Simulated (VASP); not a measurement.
Crystal: Os.

```
Os
1.0
     1.27490   -3.71179    0.00000
     1.27490    3.71179    0.00000
    -0.10827    0.00000    3.06966
Os
2
Direct
  0.86900 0.13100 0.25000
  0.13100 0.86900 0.75000
```

| Quantity | Value |
| --- | --- |
| Program | VASP 6.6.1 |
| Task | relaxation of cell and atoms |
| Functional | PBE |
| Potentials or basis | VASP PAW PBE potentials, release 64 (Os) |
| Cutoff | 600 eV |
| k mesh | 8 × 8 × 6 |
| Occupations | gaussian, width 0.1 eV |
| Spin | no spin polarisation |

At the start: pressure 26.6 GPa; volume 14.53 Å³/atom.

Where does the relaxation end?

Over 16 steps the energy falls by 603.1 meV/atom and the volume is 15.42 Å³/atom (+6.2 %); space group Cmcm (No. 63, to 0.05 Å).

The path:
```tsv
step	energy change (eV)	largest force (eV/Å)	pressure (GPa)	volume (Å³)
1	0.0000	1.8406	26.62	29.05
2	0.5149	1.5969	-46.66	39.69
3	-0.6154	1.7400	-22.96	33.19
4	-0.6255	1.7298	-19.35	32.72
5	0.0127	2.7133	43.66	29.39
6	-1.1700	0.7834	-5.63	31.32
7	-1.1748	0.6280	-4.24	31.23
8	-1.1753	0.5674	-3.65	31.19
9	-1.1685	0.5684	10.26	30.03
10	-1.2007	0.1017	2.57	30.62
11	-1.1982	0.1228	-3.33	31.13
12	-1.2055	0.0067	-0.24	30.85
13	-1.2061	0.0662	0.23	30.81
14	-1.2062	0.0500	0.12	30.82
15	-1.2063	0.0060	-0.36	30.85
16	-1.2063	0.0139	-0.21	30.84
```

Final structure:
```yaml
crystal:
  lattice:
    - [1.39119, -4.03454, 0.02794]
    - [1.39119, 4.03454, 0.02794]
    - [-0.05615, 0.00000, 2.74630]
  atoms:
    - { symbol: Os, position: [0.85474, 0.14526, 0.25000] }
    - { symbol: Os, position: [0.14526, 0.85474, 0.75000] }
```
